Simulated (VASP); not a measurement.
A run of VASP 6.6.1 is set up as follows.

The input INCAR:

```
PREC     = Accurate       # precision mode
ENCUT    = 520            # plane-wave cutoff, eV
EDIFF    = 1E-7           # SCF threshold, eV
ISMEAR   = -1             # smearing method
SIGMA    = 0.05           # smearing width, eV
LREAL    = False          # projectors in reciprocal space
LASPH    = True           # aspherical terms in the spheres
NELM     = 60             # most SCF steps
ALGO     = Normal         # electronic algorithm
ISIF     = 2              # what is computed and relaxed
LWAVE    = False          # write WAVECAR
LCHARG   = True           # write CHGCAR
GGA      = RE             # functional
LELF     = True           # ELF
LVHAR    = True         
NBANDS   = 32             # bands
```

File KPOINTS:

```
regular mesh
0
Gamma
  8 8 8
```

POSCAR

```
Bi2Se3
1.0
    2.0987597050      1.2117194806      9.6709442292
   -2.0987597050      1.2117194806      9.6709442292
    0.0000000000     -2.4234389614      9.6709442292
Bi Se
2 3
Direct
    0.5992000000      0.5992000000      0.5992000000
    0.4008000000      0.4008000000      0.4008000000
    0.7883000000      0.7883000000      0.7883000000
    0.2117000000      0.2117000000      0.2117000000
    0.0000000000      0.0000000000      0.0000000000
```

Potentials or basis: VASP PAW PBE potentials, release 64 (Bi_d, Se).

Command:

```console
$ cat potpaw_PBE.64/Bi_d/POTCAR potpaw_PBE.64/Se/POTCAR > POTCAR
$ mpirun -np 1 vasp_std > vasp.out
```

Estimate the band gap on the k mesh.

0.30 eV.

What does it give for the largest force?

0.128 eV/Å.

Estimate the pressure.

1.3 GPa.

Stress tensor (GPa, compression positive):
```
1.21 0.00 0.00
0.00 1.21 0.00
0.00 0.00 1.37
```

Caveat: the PAW data sets were made with another functional, which shifts forces and pressure a little; spin-orbit coupling is left out, which moves the levels of the heavy elements. A k mesh can miss the band edges.
